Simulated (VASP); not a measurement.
Here is a VASP 6.6.1 calculation.

Contents of INCAR:

```
SYSTEM = Li
PREC = Accurate
ENCUT = 520
EDIFF = 1E-6
ISMEAR = 0
SIGMA = 0.15
LREAL = .False.
LASPH = .True.
NELM = 60
ALGO = Normal
ISIF = 2
LWAVE = .False.
LCHARG = .False.
GGA = PS
NBANDS = 8
```

The input KPOINTS:

```
Automatic mesh
0
Gamma
  20 20 20
  0 0 0
```

Contents of POSCAR:

```
Li
1.0
    0.0000000000      1.9236241833      2.8854362750
    1.9236241833      0.0000000000      2.8854362750
    1.9236241833      1.9236241833      0.0000000000
Li
1
Direct
    0.0000000000      0.0000000000      0.0000000000
```

Potentials or basis: VASP PAW PBE potentials, release 64 (Li_sv).

Launch:

```bash
$ cat potpaw_PBE.64/Li_sv/POTCAR > POTCAR
$ mpirun -np 1 vasp_std > vasp.out
```

(1) Estimate the band gap on the k mesh.

Results:

(1) zero (an odd number of electrons rules out a gap without spin polarisation).
